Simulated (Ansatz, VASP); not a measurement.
Two plane-wave programs on LiSe4

```
CELL_PARAMETERS angstrom
5.38213 0.00000 0.00000
0.00000 5.38213 0.00000
0.00000 0.00000 3.82253
ATOMIC_POSITIONS crystal
Li 0.50000 0.50000 0.50000
Se 0.24055 0.75945 0.00000
Se 0.24055 0.24055 0.00000
Se 0.75945 0.75945 0.00000
Se 0.75945 0.24055 0.00000
```

Alike in both runs: functional PBE; dispersion D3(BJ); k mesh 8 × 8 × 10; occupations gaussian, width 0.1 eV; no spin polarisation.

Ansatz relaxed the structure, and its values are those at the end. VASP's run is a single point on that final structure, the one shown.

|  | VASP | Ansatz |
| --- | --- | --- |
| version | VASP 6.6.1 | Ansatz 0.2.0 |
| potentials or method | VASP PAW PBE potentials, release 64 (Li_sv, Se), cutoff 520 eV | scalar-relativistic, plane waves, PAW |
| valence electrons in the cell | 27 | 67 |

|  | VASP | Ansatz | Ansatz less VASP |
| --- | --- | --- | --- |
| gap on the k mesh at the Fermi level (eV) | none | none | - |
| rms of the force components (eV/Å) | 0.004 | 0.001 | -0.0029 |

A gap of «none» marks a metal or a gap that the smearing closes. VASP's potentials hold 27 valence electrons a cell and Ansatz's 67, so a difference there can come from the potentials and not from the codes.

Noted on VASP's run: the cutoff is short for stress, so the pressure is rough.
